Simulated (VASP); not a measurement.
A run of VASP 6.6.1:

Contents of POSCAR:

```
Ag
1.0
    2.9300000000      0.0000000000      0.0000000000
   -1.4650000000      2.5374544331      0.0000000000
    0.0000000000      0.0000000000      4.7900000000
Ag
2
Direct
    0.6666666667      0.3333333333      0.7500000000
    0.3333333333      0.6666666667      0.2500000000
```

INCAR.step1

```
PREC = Accurate
ENCUT = 510
EDIFF = 1E-5
ISMEAR = 1
SIGMA = 0.1
LREAL = False
LASPH = True
NELM = 120
ALGO = Normal
ISIF = 2
LWAVE = True
LCHARG = False
GGA = PE
NBANDS = 26
GGA_COMPAT = False
```

The input INCAR.step2:

```
PREC = Accurate
ENCUT = 510
EDIFF = 1E-6
ISMEAR = 1
SIGMA = 0.1
LREAL = False
LASPH = True
NELM = 120
ALGO = Normal
ISIF = 2
LWAVE = False
LCHARG = False
METAGGA = R2SCAN
LHFCALC = True
AEXX = 0.25
LMIXTAU = True
PRECFOCK = Normal
ISTART = 1
NBANDS = 26
GGA_COMPAT = False
```

KPOINTS

```
Automatic mesh
0
Gamma
  5 5 3
```

Potentials or basis: VASP PAW PBE potentials, release 64 (Ag_sv_GW).

Command:

```console
$ cat potpaw_PBE.64/Ag_sv_GW/POTCAR > POTCAR
$ cp INCAR.step1 INCAR
$ mpirun -np 1 vasp_std > vasp.out
$ cp INCAR.step2 INCAR
$ mpirun -np 1 vasp_std > vasp.out
```

Hardware: 1 thread of Intel(R) Xeon(R) Platinum 8488C (Sapphire Rapids), on a shared host.

Question: Estimate the wall time of this run.

Answer: Wall time 27 min on 1 thread of Intel(R) Xeon(R) Platinum 8488C (Sapphire Rapids), with other jobs on the host, peak memory 0.17 GiB. Counts: k points 10.
